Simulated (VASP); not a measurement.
# GaN (P6_3mc) in VASP: a series of runs

Runs on GaN. Level: r2SCAN. Tasks: single point.

All numbers are computed with VASP 6.6.1; they aren't measurements. Logs are shortened: lines on timing, memory, paths and dates and some standing lists are left out, and cuts for length are marked.

**1. The cell of the first run**

It takes space group P6_3mc (No. 186, hexagonal). Conventional cell: a = 3.199 Å, b = 3.199 Å, c = 5.172 Å, α = 90.00°, β = 90.00°, γ = 120.00°. Ga (site symmetry 3m) has 4 N at 1.95 Å within 2.6 Å. Within 2.6 Å of N (site symmetry 3m) lie 4 Ga at 1.95 Å.

**2. Single point, r2SCAN (in-plane strain +0.005, then relaxed in part)**

POSCAR reads:

```
GaN
1.0
    3.1990180710      0.0000000000      0.0000000000
   -1.5995090355      2.7704309166      0.0000000000
    0.0000000000      0.0000000000      5.1717327709
Ga N
2 2
Direct
    0.3333333333      0.6666666667     -0.0014780244
    0.6666666667      0.3333333333      0.4985219756
    0.3333333333      0.6666666667      0.3764780244
    0.6666666667      0.3333333333      0.8764780244
```

INCAR.step1 reads:

```
SYSTEM = GaN
PREC = Accurate ; ENCUT = 1460
ISMEAR = 0 ; SIGMA = 0.01
LREAL = .FALSE. ; LASPH = .TRUE.
NELM = 120 ; NBANDS = 26
GGA = PE ; ALGO = Normal
EDIFF = 1E-5 ; LWAVE = .TRUE.
LCHARG = .FALSE. ; GGA_COMPAT = .FALSE.
```

INCAR.step2 reads:

```
SYSTEM = GaN
PREC = Accurate ; ENCUT = 1460
EDIFF = 1E-6 ; ISMEAR = 0
SIGMA = 0.01 ; LREAL = .FALSE.
LASPH = .TRUE. ; NELM = 120
ALGO = Normal ; ISIF = 2
LWAVE = .FALSE. ; LCHARG = .FALSE.
METAGGA = R2SCAN ; LMIXTAU = .TRUE.
NBANDS = 26 ; ISTART = 1
GGA_COMPAT = .FALSE.
```

KPOINTS reads:

```
regular mesh
0
G
  8 8 4
  0 0 0
```

Potentials or basis: VASP PAW PBE potentials, release 64 (Ga_d, N_h).

Run with:

```console
cat potpaw_PBE.64/Ga_d/POTCAR potpaw_PBE.64/N_h/POTCAR > POTCAR
cp INCAR.step1 INCAR
mpirun -np 1 vasp_std > vasp.out
cp INCAR.step2 INCAR
mpirun -np 1 vasp_std > vasp.out
```

OUTCAR:

```text
SYSTEM = GaN
   PREC = Accurate
   ENCUT = 1460
   EDIFF = 1E-6
   ISMEAR = 0
   LREAL = .FALSE.
   LASPH = .TRUE.
   NELM = 120
   ISIF = 2
   METAGGA = R2SCAN
   ISTART = 1

 ion  position               nearest neighbor table
   1  0.333  0.667  0.999-   4 1.95   4 1.95   4 1.95   3 1.95
   2  0.667  0.333  0.499-   3 1.95   3 1.95   3 1.95   4 1.95
   3  0.333  0.667  0.376-   2 1.95   2 1.95   2 1.95   1 1.95
   4  0.667  0.333  0.876-   1 1.95   1 1.95   1 1.95   2 1.95

  LATTYP: Found a hexagonal cell.
 ALAT       =     3.1990180710
 C/A-ratio  =     1.6166625684

  Lattice vectors:

 A1 = (   3.1990180710,   0.0000000000,   0.0000000000)
 A2 = (  -1.5995090355,   2.7704309166,   0.0000000000)
 A3 = (   0.0000000000,   0.0000000000,   5.1717327709)

Analysis of symmetry for initial positions (statically):
=====================================================================
 Subroutine PRICEL returns:
 Original cell was already a primitive cell.

 Routine SETGRP: Setting up the symmetry group for a
 hexagonal supercell.

 Subroutine GETGRP returns: Found 12 space group operations
 (whereof  6 operations were pure point group operations)
 out of a pool of 24 trial point group operations.

The static configuration has the point symmetry C_3v.
 The point group associated with its full space group is C_6v.

Analysis of symmetry for dynamics (positions and initial velocities):
=====================================================================
 Subroutine PRICEL returns:
 Original cell was already a primitive cell.

 Routine SETGRP: Setting up the symmetry group for a
 hexagonal supercell.

 Subroutine GETGRP returns: Found 12 space group operations
 (whereof  6 operations were pure point group operations)
 out of a pool of 24 trial point group operations.

The dynamic configuration has the point symmetry C_3v.
 The point group associated with its full space group is C_6v.

 Subroutine INISYM returns: Found 12 space group operations
 (whereof  6 operations are pure point group operations),
 and found     1 'primitive' translations

----------------------------------------------------------------------------------------

                                     Primitive cell

  volume of cell :      45.8353

  direct lattice vectors                    reciprocal lattice vectors
     3.199018071  0.000000000  0.000000000     0.312595921  0.180477339  0.000000000
    -1.599509035  2.770430917  0.000000000     0.000000000  0.360954678  0.000000000
     0.000000000  0.000000000  5.171732771     0.000000000  0.000000000  0.193358792

  length of vectors
[... 90 lines left out ...]
   IBRION =     -1    ionic relax: 0-MD 1-quasi-New 2-CG
   NFREE  =      0    steps in history (QN), initial steepest desc. (CG)
   ISIF   =      2    stress and relaxation
   ISYM   =      2    0-nonsym 1-usesym 2-fastsym
   POTIM  = 0.5000    time-step for ionic-motion
   TEBEG  =    0.0;   TEEND  =   0.0 temperature during run
   PSTRESS=    0.0 pullay stress
   NELECT =      36.0000    total number of electrons
   NUPDOWN=      -1.0000    fix difference up-down
   EMIN   =  10.00;   EMAX   =-10.00  energy-range for DOS
   EFERMI =   0.00;   METHOD = LEGACY
   ISMEAR =     0;   SIGMA  =   0.01  broadening in eV -4-tet -1-fermi 0-gaus
   EFERMI_NEDOS =   21; number of points for ismear=-14 and -15
   IALGO  =     38    algorithm
   IMIX   =      4    mixing-type and parameters
     AMIX     =   0.40;   BMIX     =  1.00
     AMIX_MAG =   1.60;   BMIX_MAG =  1.00
  volume/ion in A,a.u.               =      11.46        77.33
  Fermi-wavevector in a.u.,A,eV,Ry     =   1.510459  2.854354 31.041510  2.281487
  Thomas-Fermi vector in A             =   2.620646
   LORBIT       =      0    0 simple, 1 ext, 2 COOP (PROOUT), +10 PAW based schemes
   METAGGA = R2SCAN    functional components
   LHFCALC =     F    Hartree Fock is set to
   AEXX    =    0.0000 exact exchange contribution
   IVDW    =     0    specifies the selected vdW correction
   LEPSILON=     F    determine dielectric tensor
   LRPA    =     F    only Hartree local field effects (RPA)
 non-spin polarized calculation
 Gauss-broadening in eV      SIGMA  =   0.01
  energy-cutoff  :     1460.00
  volume of cell :       45.84
 maximum number of plane-waves:      5832
 NGX is ok and might be reduce to    40
   NGX = 19   NGY = 19   NGZ = 33

 number of electron      36.0000001 magnetization

 Free energy of the ion-electron system (eV)
  ---------------------------------------------------
  ext. energy  EPLUGINS =         0.00000000
  ---------------------------------------------------
  free energy    TOTEN  =       -43.82684109 eV

  energy without entropy =      -43.82684109  energy(sigma->0) =      -43.82684109

 E-fermi :   5.3705     XC(G=0): -12.6100

 val. band max:        5.3062593542   @ k =   0.0000   0.0000   0.0000
 cond. band min:       7.6134995326   @ k =   0.0000   0.0000   0.0000
 fundamental gap:      2.3072401784
 Fermi energy:         5.3704919444

 k-point     1 :       0.0000    0.0000    0.0000
  band No.  band energies     occupation
      1     -11.4341      2.00000
      2     -10.4467      2.00000
      3      -8.5078      2.00000
      4      -8.4940      2.00000
      5      -8.4940      2.00000
      6      -8.4262      2.00000
[... 685 lines left out ...]
     25      18.1723      0.00000
     26      18.1723      0.00000

 [... further k-points ...]

------------------------ aborting loop because EDIFF is reached ----------------------------------------

  FORCE on cell =-STRESS in cart. coord.  units (eV):
  Direction    XX          YY          ZZ          XY          YZ          ZX
  --------------------------------------------------------------------------------------
  -------------------------------------------------------------------------------------
  Total       -0.3554302     -0.3554302      0.2689122      0.0000000     -0.0000000      0.0000000
  in kB      -12.4240980    -12.4240980      9.3998504      0.0000000     -0.0000000      0.0000000
  external PRESSURE =      -5.1494485 kB  Pullay stress =       0.0000000 kB

 VOLUME and BASIS-vectors are now :
 -----------------------------------------------------------------------------
  energy-cutoff  :     1460.00
  volume of cell :       45.84
      direct lattice vectors                 reciprocal lattice vectors
     3.199018071  0.000000000  0.000000000     0.312595921  0.180477339  0.000000000
    -1.599509035  2.770430917  0.000000000     0.000000000  0.360954678  0.000000000
     0.000000000  0.000000000  5.171732771     0.000000000  0.000000000  0.193358792

 POSITION                                       TOTAL-FORCE (eV/Angst)
 -----------------------------------------------------------------------------------
     -0.00000      1.84695      5.16409        -0.000000      0.000000     -0.000758
      1.59951      0.92348      2.57822         0.000000     -0.000000     -0.000758
     -0.00000      1.84695      1.94704         0.000000      0.000000      0.000758
      1.59951      0.92348      4.53291         0.000000     -0.000000      0.000758
 -----------------------------------------------------------------------------------
    total drift:                               -0.000000      0.000000     -0.003457

  FREE ENERGIE OF THE ION-ELECTRON SYSTEM (eV)
  ---------------------------------------------------
  free  energy   TOTEN  =       -43.8268410899 eV

  energy  without entropy=      -43.8268410899  energy(sigma->0) =      -43.82684109
```

OSZICAR.step1:

```text
N       E                     dE             d eps       ncg     rms          rms(c)
DAV:   1     0.431604321633E+03    0.43160E+03   -0.31267E+04  1664   0.475E+03
DAV:   2     0.496969435438E+02   -0.38191E+03   -0.36099E+03  1592   0.836E+02
DAV:   3    -0.224515115352E+02   -0.72148E+02   -0.69718E+02  1856   0.220E+02
DAV:   4    -0.281435738788E+02   -0.56921E+01   -0.56013E+01  1916   0.573E+01
DAV:   5    -0.283163156629E+02   -0.17274E+00   -0.17198E+00  1906   0.923E+00    0.108E+01
DAV:   6    -0.242492225739E+02    0.40671E+01   -0.99469E+00  2632   0.486E+01    0.270E+00
DAV:   7    -0.243400114841E+02   -0.90789E-01   -0.13833E+00  1666   0.851E+00    0.200E+00
DAV:   8    -0.243419981538E+02   -0.19867E-02   -0.16692E-01  2608   0.544E+00    0.869E-01
DAV:   9    -0.243253836923E+02    0.16614E-01   -0.67459E-02  2530   0.441E+00    0.118E-01
DAV:  10    -0.243260390867E+02   -0.65539E-03   -0.47829E-03  1908   0.789E-01    0.569E-02
DAV:  11    -0.243260452147E+02   -0.61280E-05   -0.49268E-04  2040   0.296E-01    0.118E-02
DAV:  12    -0.243260559551E+02   -0.10740E-04   -0.71013E-05  1832   0.140E-01    0.142E-02
DAV:  13    -0.243260545522E+02    0.14030E-05   -0.12556E-05  1040   0.615E-02
   1 F= -.24326055E+02 E0= -.24326055E+02  d E =-.305327E-41
```

Wall time 5.6 min (1 thread of Intel Xeon Platinum 8559C (Emerald Rapids), shared host); peak memory 0.43 GiB.

Results:

| Property | Result |
| --- | --- |
| Free energy | -43.8268 eV |
| Pressure | -0.5 GPa |
| Band gap on the k mesh | 2.31 eV |

Stress tensor (GPa, compression positive):
```
-1.24  0.00  0.00
 0.00 -1.24  0.00
 0.00  0.00  0.94
```

Levels at points of the mesh, in eV from the valence-band top:
| k point | band 14 | band 15 | band 16 | band 17 | band 18 | band 19 | band 20 | band 21 | band 22 | band 23 |
| --- | --- | --- | --- | --- | --- | --- | --- | --- | --- | --- |
| (0.00, 0.00, 0.00) | -1.08 | -1.08 | -0.01 | -0.01 | 0.00 | 2.31 | 4.69 | 9.97 | 10.49 | 10.49 |
| (0.50, 0.00, 0.00) | -5.34 | -4.25 | -2.83 | -2.20 | -1.02 | 5.51 | 6.09 | 6.59 | 9.31 | 11.04 |
| (0.00, 0.00, 0.50) | -3.86 | -0.56 | -0.56 | -0.56 | -0.56 | 4.70 | 4.70 | 9.17 | 9.17 | 11.00 |
| (0.50, 0.00, 0.50) | -6.68 | -2.00 | -2.00 | -1.89 | -1.89 | 4.90 | 4.90 | 8.38 | 8.38 | 10.72 |

Caveat: the cell differs from its parent crystal (in-plane strain +0.005, then relaxed in part); the PAW data sets were made with another functional, which shifts forces and pressure a little.

**3. Single point, r2SCAN (in-plane strain +0.01, then relaxed in part)**

POSCAR reads:

```
GaN
1.0
    3.2149335838      0.0000000000      0.0000000000
   -1.6074667919      2.7842141550      0.0000000000
    0.0000000000      0.0000000000      5.1590415469
Ga N
2 2
Direct
    0.3333333333      0.6666666667     -0.0020697959
    0.6666666667      0.3333333333      0.4979302041
    0.3333333333      0.6666666667      0.3770697959
    0.6666666667      0.3333333333      0.8770697959
```

INCAR.step1 reads:

```
SYSTEM = GaN
  ALGO = Normal
  EDIFF = 1E-5
  ENCUT = 1460
  GGA = PE
  GGA_COMPAT = .False.
  ISMEAR = 0
  LASPH = .True.
  LCHARG = .False.
  LREAL = .False.
  LWAVE = .True.
  NBANDS = 26
  NELM = 120
  PREC = Accurate
  SIGMA = 0.01
```

INCAR.step2 reads:

```
SYSTEM = GaN
  ALGO = Normal
  EDIFF = 1E-6
  ENCUT = 1460
  GGA_COMPAT = .False.
  ISIF = 2
  ISMEAR = 0
  ISTART = 1
  LASPH = .True.
  LCHARG = .False.
  LMIXTAU = .True.
  LREAL = .False.
  LWAVE = .False.
  METAGGA = R2SCAN
  NBANDS = 26
  NELM = 120
  PREC = Accurate
  SIGMA = 0.01
```

KPOINTS reads:

```
k-points
0
Gamma
  8 8 4
  0 0 0
```

Potentials or basis: VASP PAW PBE potentials, release 64 (Ga_d, N_h).

Run with:

```console
cat potpaw_PBE.64/Ga_d/POTCAR potpaw_PBE.64/N_h/POTCAR > POTCAR
cp INCAR.step1 INCAR
mpirun -np 1 vasp_std > vasp.out
cp INCAR.step2 INCAR
mpirun -np 1 vasp_std > vasp.out
```

It took 7.1 min on 1 thread of Intel Xeon Platinum 8259CL at 2.50GHz (Skylake/Cascade Lake), shared host; peak memory 0.43 GiB.

It converged, with:

| Item | Value |
| --- | --- |
| Free energy | -43.8198 eV |
| Pressure | -2.0 GPa |
| Largest force | 0.003 eV/Å |
| Band gap on the k mesh | 2.24 eV |

Forces in eV/Å, atoms in the order of the input:
```
Ga   0.000  0.000 -0.003
Ga   0.000  0.000 -0.003
N    0.000  0.000  0.003
N    0.000  0.000  0.003
```

Stress tensor (GPa, compression positive):
```
-3.40  0.00  0.00
 0.00 -3.40  0.00
 0.00  0.00  0.93
```

Levels at points of the mesh, in eV from the valence-band top:
```csv
k point,band 16,band 17,band 18,band 19,band 20,band 21
"(0.00, 0.00, 0.00)",-0.05,-0.05,0.00,2.24,4.53,9.96
"(0.50, 0.00, 0.00)",-2.87,-2.19,-1.04,5.40,6.01,6.60
"(0.00, 0.00, 0.50)",-0.61,-0.61,-0.61,4.59,4.59,9.13
"(0.50, 0.00, 0.50)",-2.03,-1.87,-1.87,4.86,4.86,8.31
```

Caveat: the cell differs from its parent crystal (in-plane strain +0.01, then relaxed in part); the PAW data sets were made with another functional, which shifts forces and pressure a little.
